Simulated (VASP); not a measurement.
Input of a VASP 6.6.1 run:

INCAR

```
PREC     = Accurate       # precision mode
ENCUT    = 520            # plane-wave cutoff, eV
EDIFF    = 1E-8           # SCF threshold, eV
ISMEAR   = -1             # smearing method
SIGMA    = 0.01           # smearing width, eV
LREAL    = False          # projectors in reciprocal space
LASPH    = True           # aspherical terms in the spheres
NELM     = 80             # most SCF steps
ALGO     = Normal         # electronic algorithm
ISIF     = 2              # what is computed and relaxed
LWAVE    = False          # write WAVECAR
LCHARG   = False          # write CHGCAR
GGA      = PE             # functional
LEFG     = True         
NBANDS   = 27             # bands
```

KPOINTS

```
regular mesh
0
Gamma
  5 5 5
```

File POSCAR:

```
KTaO3
1.0
    3.9883000000      0.0000000000      0.0000000000
    0.0000000000      3.9883000000      0.0000000000
    0.0000000000      0.0000000000      3.9085340000
K Ta O
1 1 3
Direct
    0.5000000000      0.5000000000      0.5000000000
    0.0000000000      0.0000000000      0.0000000000
    0.5000000000      0.0000000000      0.0000000000
    0.0000000000      0.5000000000      0.0000000000
    0.0000000000      0.0000000000      0.5000000000
```

Potentials or basis: VASP PAW PBE potentials, release 64 (K_sv, Ta_pv, O).

Run with:

```sh
$ cat potpaw_PBE.64/K_sv/POTCAR potpaw_PBE.64/Ta_pv/POTCAR potpaw_PBE.64/O/POTCAR > POTCAR
$ mpirun -np 1 vasp_std > vasp.out
```

(1) What does it give for the pressure?

(2) Predict the band gap on the k mesh.

## Answers

(1) 10.8 GPa.

(2) 2.31 eV, indirect (least direct gap 2.79 eV).

Caveat: the cell differs from its parent crystal (zz strain of -2 %); without QUAD_EFG the Cq values of the log hold for a quadrupole moment of 1 mb, not for the nuclei; spin-orbit coupling is left out, which moves the levels of the heavy elements.
